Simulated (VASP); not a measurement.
A run of VASP 6.6.1 is set up as follows.

INCAR

```
SYSTEM = AlN
ALGO = Normal
EDIFF = 1E-7
ENCUT = 520
GGA = PE
ISIF = 2
ISMEAR = 0
LASPH = .True.
LCHARG = .True.
LELF = .True.
LREAL = .False.
LVHAR = .True.
LWAVE = .False.
NBANDS = 11
NELM = 80
PREC = Accurate
SIGMA = 0.01
```

KPOINTS

```
k-points
0
Gamma
  8 8 8
  0 0 0
```

Contents of POSCAR:

```
AlN
1.0
    0.0000000000      2.0188684454      2.0188684454
    2.0188684454      0.0000000000      2.0188684454
    2.0188684454      2.0188684454      0.0000000000
Al N
1 1
Direct
    0.0000000000      0.0000000000      0.0000000000
    0.5000000000      0.5000000000      0.5000000000
```

Potentials or basis: VASP PAW PBE potentials, release 64 (Al, N).

Run with:

```sh
$ cat potpaw_PBE.64/Al/POTCAR potpaw_PBE.64/N/POTCAR > POTCAR
$ mpirun -np 1 vasp_std > vasp.out
```

Q: Estimate the band gap on the k mesh.

A: 4.65 eV, indirect (least direct gap 5.74 eV).

Q: Predict the pressure.

A: 6.1 GPa.

A k mesh can miss the band edges. A hybrid or GW would open this gap; PBE tends to underestimate it.
